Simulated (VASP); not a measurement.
# CdC2 (I4/mmm) in VASP: vibrations by perturbation theory with LDA

Aim: the vibrations by perturbation theory of CdC2 with LDA.

Program: VASP 6.6.1. These are calculated values, not measurements. Logs are shortened: lines on timing, memory, paths and dates and some standing lists are left out, and cuts for length are marked.

### 1 The cell of the first run

It takes space group I4/mmm (No. 139, tetragonal). Conventional cell: a = 4.099 Å, b = 4.099 Å, c = 5.387 Å, α = 90.00°, β = 90.00°, γ = 90.00°. Within 2.7 Å of Cd (site symmetry 4/mmm) lie 2 C at 2.07 Å. C (site symmetry 4mm) has 1 C at 1.24 Å within 1.7 Å.

### 2 Vibrations by perturbation theory, LDA

Contents of INCAR:

```
SYSTEM = CdC2
PREC = Accurate
ENCUT = 520
EDIFF = 1E-8
ISMEAR = 0
SIGMA = 0.01
LREAL = .False.
LASPH = .True.
NELM = 100
ALGO = Normal
ISIF = 2
LWAVE = .False.
LCHARG = .False.
GGA = CA
IBRION = 8
NSW = 1
LEPSILON = .True.
```

Contents of KPOINTS:

```
Automatic mesh
0
Gamma
  8 8 8
  0 0 0
```

Contents of POSCAR:

```
CdC2
1.0
   -2.0493738023      2.0493738023      2.6934399217
    2.0493738023     -2.0493738023      2.6934399217
    2.0493738023      2.0493738023     -2.6934399217
Cd C
1 2
Direct
    0.0000000000      0.0000000000      0.0000000000
    0.6148719676      0.6148719676      0.0000000000
    0.3851280324      0.3851280324      0.0000000000
```

Potentials or basis: VASP PAW LDA potentials, release 64 (Cd, C).

The run is started by

```sh
cat potpaw_LDA.64/Cd/POTCAR potpaw_LDA.64/C/POTCAR > POTCAR
mpirun -np 1 vasp_std > vasp.out
```

OUTCAR:

```text
SYSTEM = CdC2
   PREC = Accurate
   ENCUT = 520
   EDIFF = 1E-8
   ISMEAR = 0
   LREAL = .False.
   LASPH = .True.
   NELM = 100
   ISIF = 2
   GGA = CA
   IBRION = 8
   NSW = 1
   LEPSILON = .True.

 ion  position               nearest neighbor table
   1  0.000  0.000  0.000-   2 2.07   3 2.07
   2  0.615  0.615  0.000-   3 1.24   1 2.07
   3  0.385  0.385  0.000-   2 1.24   1 2.07

  LATTYP: Found a body centered tetragonal cell.
 ALAT       =     4.0987476046
 C/A-ratio  =     1.3142745939

  Lattice vectors:

 A1 = (  -2.0493738023,   2.0493738023,   2.6934399217)
 A2 = (   2.0493738023,  -2.0493738023,   2.6934399217)
 A3 = (   2.0493738023,   2.0493738023,  -2.6934399217)

Analysis of symmetry for initial positions (statically):
=====================================================================
 Subroutine PRICEL returns:
 Original cell was already a primitive cell.

 Routine SETGRP: Setting up the symmetry group for a
 body centered tetragonal supercell.

 Subroutine GETGRP returns: Found 16 space group operations
 (whereof 16 operations were pure point group operations)
 out of a pool of 16 trial point group operations.

The static configuration has the point symmetry D_4h.

Analysis of symmetry for dynamics (positions and initial velocities):
=====================================================================
 Subroutine PRICEL returns:
 Original cell was already a primitive cell.

 Routine SETGRP: Setting up the symmetry group for a
 body centered tetragonal supercell.

 Subroutine GETGRP returns: Found 16 space group operations
 (whereof 16 operations were pure point group operations)
 out of a pool of 16 trial point group operations.

The dynamic configuration has the point symmetry D_4h.

 Subroutine INISYM returns: Found 16 space group operations
 (whereof 16 operations are pure point group operations),
 and found     1 'primitive' translations

----------------------------------------------------------------------------------------

                                     Primitive cell

  volume of cell :      45.2491

  direct lattice vectors                    reciprocal lattice vectors
    -2.049373802  2.049373802  2.693439922     0.000000000  0.243976965  0.185636218
     2.049373802 -2.049373802  2.693439922     0.243976965  0.000000000  0.185636218
     2.049373802  2.049373802 -2.693439922     0.243976965  0.243976965  0.000000000

  length of vectors
     3.956574854  3.956574854  3.956574854     0.306570652  0.306570652  0.345035533

  position of ions in fractional coordinates (direct lattice)
     0.000000000  0.000000000  0.000000000
     0.614871968  0.614871968  0.000000000
     0.385128032  0.385128032  0.000000000

  ion indices of the primitive-cell ions
   primitive index   ion index
                 1           1
                 2           2
                 3           3

----------------------------------------------------------------------------------------

 KPOINTS: Automatic mesh

Automatic generation of k-mesh.
 Grid dimensions read from file:
 generate k-points for:    8    8    8

 Generating k-lattice:
[... 581 lines left out ...]
     0.00000 -0.00000  0.00304           (  0.00000  0.00000  0.00003)

 PIEZOELECTRIC TENSOR FIELD DIRECTION 3  (C/m^2)
 -----------------------------------------------------------------------------
    -0.00029  0.00000  0.00000
     0.00000 -0.00029 -0.00000
     0.00000 -0.00000  0.00108

--------------------------------------- Ionic step        4  -------------------------------------------

------------------------ aborting loop because EDIFF is reached ----------------------------------------

[... ionic steps 5 to 5 ...]

--------------------------------------- Ionic step        6  -------------------------------------------

------------------------ aborting loop because EDIFF is reached ----------------------------------------

--------------------------------------- Ionic step        7  -------------------------------------------

------------------------ aborting loop because EDIFF is reached ----------------------------------------

[... ionic steps 8 to 8 ...]

--------------------------------------- Ionic step        9  -------------------------------------------

 Free energy of the ion-electron system (eV)
  ---------------------------------------------------
  ---------------------------------------------------
  free energy    TOTEN  =        -0.13626681 eV

  energy without entropy =       -0.13626681

------------------------ aborting loop because EDIFF is reached ----------------------------------------

 INTERNAL STRAIN TENSOR  FOR ION    2  DIRECTION 3   (eV/Angst):
 -----------------------------------------------------------------------------
     0.66313  0.00000  0.00000
     0.00000  0.66313  0.00000
     0.00000  0.00000-76.93919

 MACROSCOPIC STATIC DIELECTRIC TENSOR (including local field effects in DFT)
 ------------------------------------------------------
           4.470641     0.000000     0.000000
           0.000000     4.470641    -0.000000
           0.000000     0.000000     5.725313
 ------------------------------------------------------

 PIEZOELECTRIC TENSOR (including local field effects)  for field in x, y, z        (e  Angst)
          XX          YY          ZZ          XY          YZ          ZX
  --------------------------------------------------------------------------------
  x     0.00000     0.00000     0.00000     0.00000     0.00000     0.00000
  y     0.00000     0.00000     0.00000     0.00000     0.00000     0.00000
  z     0.00000     0.00000     0.00000     0.00000     0.00000     0.00000

 PIEZOELECTRIC TENSOR (including local field effects)  for field in x, y, z        (C/m^2)
          XX          YY          ZZ          XY          YZ          ZX
  --------------------------------------------------------------------------------
  x     0.00000     0.00000     0.00000     0.00000     0.00000     0.00000
  y     0.00000     0.00000     0.00000     0.00000     0.00000     0.00000
  z     0.00000     0.00000     0.00000     0.00000     0.00000     0.00000

 BORN EFFECTIVE CHARGES (including local field effects) (in |e|, cummulative output)
 ---------------------------------------------------------------------------------
 ion    1
    1     2.46177    -0.00000     0.00000
    2     0.00000     2.46177     0.00000
    3     0.00000    -0.00000     1.86991
 ion    2
    1    -1.23089    -0.00000     0.00000
    2     0.00000    -1.23089     0.00000
    3     0.00000    -0.00000    -0.93495
 ion    3
    1    -1.23089    -0.00000     0.00000
    2    -0.00000    -1.23089     0.00000
    3     0.00000     0.00000    -0.93495

 INTERNAL STRAIN TENSOR FOR ION    3 for displacements in x,y,z  (eV/Angst):
          X           Y           Z          XY          YZ          ZX
  --------------------------------------------------------------------------------
  x     0.00000     0.00000     0.00000     0.00000     0.00000    -1.26498
  y     0.00000     0.00000     0.00000     0.00000    -1.74482     0.00000
  z    -0.66313    -0.66313    76.93919     0.00000     0.00000     0.00000

 SECOND DERIVATIVES (NOT SYMMETRIZED)
 ------------------------------------
               1X          1Y          1Z          2X          2Y          2Z          3X          3Y          3Z
  1X     1.192600    0.000000    0.000000   -0.596300    0.000000    0.000000   -0.596300    0.000000    0.000000
  1Y     0.000000    1.192600    0.000000    0.000000   -0.596300    0.000000    0.000000   -0.596300    0.000000
  1Z     0.000000   -0.000000  -23.657993    0.000000    0.000000   11.828996    0.000000   -0.000000   11.828996
  2X    -0.593483    0.000000    0.000000   -2.007621    0.000000    0.000000    2.601104    0.000000    0.000000
  2Y     0.000000   -0.593483   -0.000000    0.000000   -2.007621    0.000000    0.000000    2.601104   -0.000000
  2Z     0.000000    0.000000   11.845206    0.000000    0.000000  -97.724141    0.000000    0.000000   85.878935
  3X    -0.593483    0.000000    0.000000    2.601104    0.000000    0.000000   -2.007621    0.000000    0.000000
  3Y     0.000000   -0.593483   -0.000000    0.000000    2.601104   -0.000000    0.000000   -2.007621    0.000000
  3Z     0.000000    0.000000   11.845206    0.000000    0.000000   85.878935    0.000000    0.000000  -97.724141

 Eigenvectors and eigenvalues of the dynamical matrix
 ----------------------------------------------------

   1 f  =   61.122501 THz   384.044003 2PiTHz 2038.827188 cm-1   252.782241 meV
             X         Y         Z           dx          dy          dz
      0.000000  0.000000  0.000000     0.000000    0.000000    0.000000
      0.000000  0.000000  3.312241    -0.000000   -0.000000   -0.707107
      0.000000  0.000000  2.074638     0.000000    0.000000    0.707107
[... 43 lines left out ...]
   9 f/i=    3.830030 THz    24.064786 2PiTHz  127.756038 cm-1    15.839723 meV
             X         Y         Z           dx          dy          dz
      0.000000  0.000000  0.000000    -0.420393    0.005506   -0.000000
      0.000000  0.000000  3.312241     0.641521   -0.008402   -0.000000
      0.000000  0.000000  2.074638     0.641521   -0.008402   -0.000000

--------------------------------------------------------------------------------------------------------

 MACROSCOPIC STATIC DIELECTRIC TENSOR IONIC CONTRIBUTION
 ------------------------------------------------------
           0.000000     0.000000     0.000000
           0.000000     0.000000     0.000000
           0.000000     0.000000     0.590771
 ------------------------------------------------------

 ELASTIC MODULI CONTR FROM IONIC RELAXATION (kBar)
 Direction    XX          YY          ZZ          XY          YZ          ZX
 --------------------------------------------------------------------------------
 XX          -0.1696     -0.1696     19.6786      0.0000      0.0000      0.0000
 YY          -0.1696     -0.1696     19.6786      0.0000      0.0000      0.0000
 ZZ          19.6786     19.6786  -2283.2115      0.0000     -0.0000     -0.0000
 XY           0.0000      0.0000      0.0000      0.0000      0.0000      0.0000
 YZ           0.0000      0.0000     -0.0000      0.0000    -46.7788     -0.0000
 ZX           0.0000      0.0000     -0.0000      0.0000     -0.0000    -24.5876
 --------------------------------------------------------------------------------

 PIEZOELECTRIC TENSOR IONIC CONTR  for field in x, y, z        (C/m^2)
          XX          YY          ZZ          XY          YZ          ZX
  --------------------------------------------------------------------------------
  x    -0.00000    -0.00000     0.00000     0.00000    -0.00000    -0.00000
  y    -0.00000    -0.00000     0.00000     0.00000    -0.00000    -0.00000
  z     0.00000     0.00000    -0.00000     0.00000    -0.00000    -0.00000
```

Run time: 4.8 min. Hardware: 1 thread of Intel Xeon 6975P-C (Granite Rapids), shared host; peak memory 0.35 GiB.

Results:

```
Electronic dielectric tensor (diagonal) : 4.47, 4.47, 5.73
Born charges (mean of the diagonal)     : Cd +2.26; C -1.13 e
Highest phonon frequency at Γ           : 2039 cm⁻¹
Most unstable mode                      : 128i cm⁻¹
```

Phonon frequencies in cm⁻¹ (negative: imaginary):
| q point | frequencies |
| --- | --- |
| (0.000, 0.000, 0.000) | -128 -128 0 0 0 323 323 570 2039 |

Electronic dielectric tensor:
```
4.47 0.00 0.00
0.00 4.47 0.00
0.00 0.00 5.73
```

Born effective charge tensors (e):
atom 1, Cd
```
2.46 0.00 0.00
0.00 2.46 0.00
0.00 0.00 1.87
```
atom 2, C
```
-1.23  0.00  0.00
 0.00 -1.23  0.00
 0.00  0.00 -0.93
```
atom 3, C
```
-1.23  0.00  0.00
 0.00 -1.23  0.00
 0.00  0.00 -0.93
```

Caveat: some modes are imaginary.
